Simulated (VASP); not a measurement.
# C in VASP: a series of runs

Runs on C. Level: PBEsol. Tasks: single point.

All numbers are computed with VASP 6.6.1; they aren't measurements. Logs are shortened: lines on timing, memory, paths and dates and some standing lists are left out, and cuts for length are marked.

## Step 1: The cell of the first run

Symmetry: I4_1/amd, No. 141, tetragonal system. The conventional cell has a = 2.538 Å, b = 2.538 Å, c = 3.545 Å, α = 90.00°, β = 90.00°, γ = 90.00°. C (site symmetry -4m2) has 4 C at 1.55 Å within 2.1 Å.

## Step 2: Single point, PBEsol (in-plane strain +0.01, then relaxed in part)

INCAR reads:

```
SYSTEM = C
PREC     = Accurate       ! precision mode
ENCUT    = 910            ! plane-wave cutoff, eV
EDIFF    = 1E-6           ! SCF threshold, eV
ISMEAR   = 0              ! smearing method
SIGMA    = 0.01           ! smearing width, eV
LREAL    = .False.        ! projectors in reciprocal space
LASPH    = .True.         ! aspherical terms in the spheres
NELM     = 120            ! most SCF steps
ALGO     = Normal         ! electronic algorithm
ISIF     = 2              ! what is computed and relaxed
LWAVE    = .False.        ! write WAVECAR
LCHARG   = .False.        ! write CHGCAR
GGA      = PS             ! functional
NBANDS   = 11             ! bands
GGA_COMPAT= .False.
```

KPOINTS reads:

```
Automatic mesh
0
Gamma
  12 12 12
  0 0 0
```

POSCAR reads:

```
C
1.0
    1.7946727621      1.7946727621      0.0000000000
   -1.7946727621      1.7946727621      0.0000000000
    0.0000000000      1.7946727621      1.7723041661
C
2
Direct
    0.5000000000      0.5000000000      0.0000000000
    0.7500000000      0.2500000000      0.5000000000
```

Potentials or basis: VASP PAW PBE potentials, release 64 (C_h).

Run with:

```
> cat potpaw_PBE.64/C_h/POTCAR > POTCAR
> mpirun -np 1 vasp_std > vasp.out
```

OUTCAR:

```text
SYSTEM = C
   PREC = Accurate
   ENCUT = 910
   EDIFF = 1E-6
   ISMEAR = 0
   LREAL = .False.
   LASPH = .True.
   NELM = 120
   ISIF = 2
   GGA = PS

 ion  position               nearest neighbor table
   1  0.500  0.500  0.000-
   2  0.750  0.250  0.500-

  LATTYP: Found a body centered tetragonal cell.
 ALAT       =     2.5380505602
 C/A-ratio  =     1.3965869663

  Lattice vectors:

 A1 = (   1.7946727621,   0.0000000000,  -1.7723041661)
 A2 = (  -1.7946727621,   0.0000000000,  -1.7723041661)
 A3 = (   0.0000000000,   1.7946727621,   1.7723041661)

Analysis of symmetry for initial positions (statically):
=====================================================================
 Subroutine PRICEL returns:
 Original cell was already a primitive cell.

 Routine SETGRP: Setting up the symmetry group for a
 body centered tetragonal supercell.

 Subroutine GETGRP returns: Found 16 space group operations
 (whereof  8 operations were pure point group operations)
 out of a pool of 16 trial point group operations.

The static configuration has the point symmetry D_2d.
 The point group associated with its full space group is D_4h.

Analysis of symmetry for dynamics (positions and initial velocities):
=====================================================================
 Subroutine PRICEL returns:
 Original cell was already a primitive cell.

 Routine SETGRP: Setting up the symmetry group for a
 body centered tetragonal supercell.

 Subroutine GETGRP returns: Found 16 space group operations
 (whereof  8 operations were pure point group operations)
 out of a pool of 16 trial point group operations.

The dynamic configuration has the point symmetry D_2d.
 The point group associated with its full space group is D_4h.

 Subroutine INISYM returns: Found 16 space group operations
 (whereof  8 operations are pure point group operations),
 and found     1 'primitive' translations

----------------------------------------------------------------------------------------

                                     Primitive cell

  volume of cell :      11.4167

  direct lattice vectors                    reciprocal lattice vectors
     1.794672762  1.794672762  0.000000000     0.278602323  0.278602323 -0.282118617
    -1.794672762  1.794672762  0.000000000    -0.278602323  0.278602323 -0.282118617
     0.000000000  1.794672762  1.772304166     0.000000000  0.000000000  0.564237234

  length of vectors
     2.538050560  2.538050560  2.522283168     0.484592016  0.484592016  0.564237234

  position of ions in fractional coordinates (direct lattice)
     0.500000000  0.500000000  0.000000000
     0.750000000  0.250000000  0.500000000

  ion indices of the primitive-cell ions
   primitive index   ion index
                 1           1
                 2           2

----------------------------------------------------------------------------------------

 KPOINTS: Automatic mesh

Automatic generation of k-mesh.
 Grid dimensions read from file:
 generate k-points for:   12   12   12

 Generating k-lattice:

  Cartesian coordinates                     Fractional coordinates (reciprocal lattice)
     0.023216860  0.023216860 -0.023509885     0.083333333  0.000000000  0.000000000
    -0.023216860  0.023216860 -0.023509885     0.000000000  0.083333333  0.000000000
     0.000000000  0.000000000  0.047019769     0.000000000  0.000000000  0.083333333

  Length of vectors
     0.040382668  0.040382668  0.047019769

  Shift w.r.t. Gamma in fractional coordinates (k-lattice)
     0.000000000  0.000000000  0.000000000

 Subroutine IBZKPT returns following result:
 ===========================================

 Found    163 irreducible k-points:

 Following reciprocal coordinates:
            Coordinates               Weight
  0.000000  0.000000  0.000000      1.000000
  0.083333  0.000000  0.000000      8.000000
  0.166667  0.000000  0.000000      8.000000
  0.250000  0.000000  0.000000      8.000000
  0.333333  0.000000  0.000000      8.000000
  0.416667  0.000000  0.000000      8.000000
[... 16 lines left out ...]
  0.500000  0.166667  0.000000     16.000000
 -0.416667  0.166667  0.000000     16.000000
 [... further k-points ...]
   k-points           NKPTS =    163   k-points in BZ     NKDIM =    163   number of bands    NBANDS=     11
   number of dos      NEDOS =    301   number of ions     NIONS =      2
   total plane-waves  NPLWV =  21952
   dimension x,y,z NGX =    28 NGY =   28 NGZ =   28
   dimension x,y,z NGXF=    56 NGYF=   56 NGZF=   56
   ions per type =               2
   NGX,Y,Z   is equivalent  to a cutoff of  18.34, 18.34, 18.46 a.u.
   NGXF,Y,Z  is equivalent  to a cutoff of  36.68, 36.68, 36.91 a.u.
 SYSTEM =  C
   PREC   = accura    normal or accurate (medium, high low for compatibility)
   ISTART =      0    job   : 0-new  1-cont  2-samecut
   ICHARG =      2    charge: 1-file 2-atom 10-const
   ISPIN  =      1    spin polarized calculation?
   LNONCOLLINEAR =      F non collinear calculations
   LSORBIT =      F    spin-orbit coupling
   LASPH  =      T    aspherical Exc in radial PAW
   ENCUT  =  910.0 eV  66.88 Ry    8.18 a.u.   6.24  6.24  6.20*2*pi/ulx,y,z
   NELM   =    120;   NELMIN=  2; NELMDL= -5     # of ELM steps
   EDIFF  = 0.1E-05   stopping-criterion for ELM
   LREAL  =      F    real-space projection
   EDIFFG = 0.1E-04   stopping-criterion for IOM
   NSW    =      0    number of steps for IOM
   IBRION =     -1    ionic relax: 0-MD 1-quasi-New 2-CG
   NFREE  =      0    steps in history (QN), initial steepest desc. (CG)
   ISIF   =      2    stress and relaxation
   ISYM   =      2    0-nonsym 1-usesym 2-fastsym
   POTIM  = 0.5000    time-step for ionic-motion
   TEBEG  =    0.0;   TEEND  =   0.0 temperature during run
   PSTRESS=    0.0 pullay stress
   NELECT =       8.0000    total number of electrons
   NUPDOWN=      -1.0000    fix difference up-down
   EMIN   =  10.00;   EMAX   =-10.00  energy-range for DOS
   EFERMI =   0.00;   METHOD = LEGACY
   ISMEAR =     0;   SIGMA  =   0.01  broadening in eV -4-tet -1-fermi 0-gaus
   EFERMI_NEDOS =   21; number of points for ismear=-14 and -15
   IALGO  =     38    algorithm
   IMIX   =      4    mixing-type and parameters
     AMIX     =   0.40;   BMIX     =  1.00
     AMIX_MAG =   1.60;   BMIX_MAG =  1.00
  volume/ion in A,a.u.               =       5.71        38.52
  Fermi-wavevector in a.u.,A,eV,Ry     =   1.454092  2.747836 28.767936  2.114384
  Thomas-Fermi vector in A             =   2.571283
   LORBIT       =      0    0 simple, 1 ext, 2 COOP (PROOUT), +10 PAW based schemes
   GGA     = PS    functional components
   LHFCALC =     F    Hartree Fock is set to
   AEXX    =    0.0000 exact exchange contribution
   IVDW    =     0    specifies the selected vdW correction
   LEPSILON=     F    determine dielectric tensor
   LRPA    =     F    only Hartree local field effects (RPA)
 non-spin polarized calculation
 Gauss-broadening in eV      SIGMA  =   0.01
  energy-cutoff  :      910.00
  volume of cell :       11.42
 maximum number of plane-waves:       725
 NGX is ok and might be reduce to    28
   NGX = 13   NGY = 13   NGZ = 13

 number of electron       8.0000000 magnetization

 Free energy of the ion-electron system (eV)
  ---------------------------------------------------
  ext. energy  EPLUGINS =         0.00000000
  ---------------------------------------------------
  free energy    TOTEN  =       -19.26880154 eV

  energy without entropy =      -19.26880154  energy(sigma->0) =      -19.26880154

 E-fermi :  11.1684     XC(G=0): -13.5411

 val. band max:       10.9428395904   @ k =   0.0000   0.0000   0.0000
 cond. band min:      14.6528183124   @ k =   0.0000   0.0000   0.3333
 fundamental gap:      3.7099787220
 Fermi energy:        11.1684309567

 k-point     1 :       0.0000    0.0000    0.0000
  band No.  band energies     occupation
      1     -10.6139      2.00000
      2      10.7572      2.00000
      3      10.7572      2.00000
      4      10.9428      2.00000
      5      16.2460      0.00000
      6      16.3987      0.00000
      7      16.3987      0.00000
      8      24.0462      0.00000
      9      29.7010      0.00000
     10      36.8579      0.00000
     11      37.4847      0.00000

 k-point     2 :       0.0833    0.0000    0.0000
  band No.  band energies     occupation
      1     -10.4219      2.00000
      2       9.5865      2.00000
      3      10.4313      2.00000
      4      10.5669      2.00000
      5      16.7001      0.00000
      6      16.8173      0.00000
      7      17.0805      0.00000
      8      24.2058      0.00000
      9      30.0263      0.00000
     10      34.7484      0.00000
     11      35.1796      0.00000

 k-point     3 :       0.1667    0.0000    0.0000
  band No.  band energies     occupation
      1      -9.8483      2.00000
      2       7.0622      2.00000
      3       9.7221      2.00000
      4       9.8721      2.00000
      5      17.6197      0.00000
      6      17.7192      0.00000
      7      18.1652      0.00000
      8      24.6619      0.00000
      9      30.7067      0.00000
     10      33.2129      0.00000
     11      33.5406      0.00000

 k-point     4 :       0.2500    0.0000    0.0000
  band No.  band energies     occupation
      1      -8.9010      2.00000
      2       4.2298      2.00000
      3       8.9888      2.00000
      4       9.1639      2.00000
      5      18.4597      0.00000
      6      18.5409      0.00000
      7      18.9409      0.00000
      8      25.2947      0.00000
      9      31.1429      0.00000
     10      32.8706      0.00000
     11      33.0741      0.00000
[... 239 lines left out ...]
 k-point    22 :       0.4167    0.1667    0.0000
  band No.  band energies     occupation
      1      -4.4095      2.00000
      2      -1.7342      2.00000
      3       5.2814      2.00000
      4       7.2981      2.00000
      5      18.3018      0.00000
      6      20.9281      0.00000
      7      21.8937      0.00000
      8      26.1013      0.00000
      9      29.9915      0.00000
     10      34.7685      0.00000
     11      35.0720      0.00000

 k-point    23 :       0.5000    0.1667    0.0000
  band No.  band energies     occupation
      1      -4.8750      2.00000
      2      -1.1773      2.00000
      3       5.7638      2.00000
      4       6.9183      2.00000
      5      17.8584      0.00000
      6      21.3833      0.00000
      7      21.9667      0.00000
      8      24.9916      0.00000
      9      30.6296      0.00000
     10      34.3137      0.00000
     11      37.1477      0.00000

 k-point    24 :      -0.4167    0.1667    0.0000
  band No.  band energies     occupation
      1      -6.4649      2.00000
      2       1.0740      2.00000
      3       6.4776      2.00000
      4       6.8320      2.00000
      5      17.4481      0.00000
      6      21.5647      0.00000
      7      21.9534      0.00000
      8      23.3839      0.00000
      9      31.5357      0.00000
     10      32.9430      0.00000
     11      37.9543      0.00000

 [... further k-points ...]
[... 5 lines left out ...]
  --------------------------------------------------------------------------------------
  -------------------------------------------------------------------------------------
  Total       -0.8076594     -0.8076594     -0.0015023      0.0000000      0.0000000      0.0000000
  in kB     -113.3443925   -113.3443925     -0.2108304      0.0000000      0.0000000      0.0000000
  external PRESSURE =     -75.6332051 kB  Pullay stress =       0.0000000 kB

 VOLUME and BASIS-vectors are now :
 -----------------------------------------------------------------------------
  energy-cutoff  :      910.00
  volume of cell :       11.42
      direct lattice vectors                 reciprocal lattice vectors
     1.794672762  1.794672762  0.000000000     0.278602323  0.278602323 -0.282118617
    -1.794672762  1.794672762  0.000000000    -0.278602323  0.278602323 -0.282118617
     0.000000000  1.794672762  1.772304166     0.000000000  0.000000000  0.564237234

 POSITION                                       TOTAL-FORCE (eV/Angst)
 -----------------------------------------------------------------------------------
      0.00000      1.79467      0.00000         0.000000     -0.000000      0.000000
      0.89734      2.69201      0.88615        -0.000000      0.000000      0.000000
 -----------------------------------------------------------------------------------
    total drift:                               -0.000000      0.000000     -0.000000

  FREE ENERGIE OF THE ION-ELECTRON SYSTEM (eV)
  ---------------------------------------------------
  free  energy   TOTEN  =       -19.2688015407 eV

  energy  without entropy=      -19.2688015407  energy(sigma->0) =      -19.26880154
```

Wall time 34 s (1 thread of AMD EPYC 9R45 (Zen 5), shared host); peak memory 0.14 GiB.

What came out:

- Free energy: -19.2688 eV
- Pressure: -7.6 GPa
- Band gap on the k mesh: 3.71 eV, indirect (least direct gap 5.30 eV)

Caveat: the cell differs from its parent crystal (in-plane strain +0.01, then relaxed in part); the cutoff is under 1.25 times the usual one of these potentials, so pressure, stress and relaxed cells hold a basis-set (Pulay) error; the PAW data sets were made with another functional, which shifts forces and pressure a little. A k mesh can miss the band edges.

## Step 3: Single point, PBEsol

This run uses another cell than the first one, of 5.61 Å³/atom, 0.983 times its volume.

INCAR reads:

```
  PREC = Accurate
  ENCUT = 600
  EDIFF = 1E-6
  ISMEAR = 0
  SIGMA = 0.01
  LREAL = False
  LASPH = True
  NELM = 120
  ALGO = Normal
  ISIF = 2
  LWAVE = False
  LCHARG = False
  GGA = PS
  NBANDS = 11
  GGA_COMPAT = False
```

KPOINTS reads:

```
regular mesh
0
Gamma
  12 12 12
```

POSCAR reads:

```
C
1.0
    1.7769037248      1.7769037248      0.0000000000
   -1.7769037248      1.7769037248      0.0000000000
    0.0000000000      1.7769037248      1.7769037248
C
2
Direct
    0.5000000000      0.5000000000      0.0000000000
    0.7500000000      0.2500000000      0.5000000000
```

Potentials or basis: VASP PAW PBE potentials, release 64 (C).

Run with:

```
> cat potpaw_PBE.64/C/POTCAR > POTCAR
> mpirun -np 1 vasp_std > vasp.out
```

OUTCAR:

```text
PREC = Accurate
   ENCUT = 600
   EDIFF = 1E-6
   ISMEAR = 0
   LREAL = False
   LASPH = True
   NELM = 120
   ISIF = 2
   GGA = PS

 ion  position               nearest neighbor table
   1  0.500  0.500  0.000-   2 1.54   2 1.54   2 1.54   2 1.54
   2  0.750  0.250  0.500-   1 1.54   1 1.54   1 1.54   1 1.54

  LATTYP: Found a face centered cubic cell.
 ALAT       =     3.5538074496

  Lattice vectors:

 A1 = (   0.0000000000,   1.7769037248,   1.7769037248)
 A2 = (   1.7769037248,   0.0000000000,   1.7769037248)
[... 515 lines left out ...]
      7      21.0871      0.00000
      8      22.5040      0.00000
      9      30.8492      0.00000
     10      32.3895      0.00000
     11      37.2617      0.00000

 [... further k-points ...]
[... 5 lines left out ...]
  --------------------------------------------------------------------------------------
  -------------------------------------------------------------------------------------
  Total        0.0307806      0.0307806      0.0307806     -0.0000000      0.0000000     -0.0000000
  in kB        4.3950667      4.3950667      4.3950667     -0.0000000      0.0000000     -0.0000000
  external PRESSURE =       4.3950667 kB  Pullay stress =       0.0000000 kB

 VOLUME and BASIS-vectors are now :
 -----------------------------------------------------------------------------
  energy-cutoff  :      600.00
  volume of cell :       11.22
      direct lattice vectors                 reciprocal lattice vectors
     1.776903725  1.776903725  0.000000000     0.281388346  0.281388346 -0.281388346
    -1.776903725  1.776903725  0.000000000    -0.281388346  0.281388346 -0.281388346
     0.000000000  1.776903725  1.776903725     0.000000000  0.000000000  0.562776692

 POSITION                                       TOTAL-FORCE (eV/Angst)
 -----------------------------------------------------------------------------------
      0.00000      1.77690      0.00000        -0.000000     -0.000000      0.000000
      0.88845      2.66536      0.88845         0.000000      0.000000      0.000000
 -----------------------------------------------------------------------------------
    total drift:                                0.000000      0.000000      0.000000

  FREE ENERGIE OF THE ION-ELECTRON SYSTEM (eV)
  ---------------------------------------------------
  free  energy   TOTEN  =       -19.2542465784 eV

  energy  without entropy=      -19.2542465784  energy(sigma->0) =      -19.25424658
```

It took 12 s on 1 thread of Intel Xeon Platinum 8259CL at 2.50GHz (Skylake/Cascade Lake), shared host; peak memory 0.12 GiB.

Results:

```
Free energy            : -19.2542 eV
Pressure               : 0.4 GPa
Band gap on the k mesh : 4.06 eV, indirect (least direct gap 5.57 eV)
```

Caveat: the PAW data sets were made with another functional, which shifts forces and pressure a little.
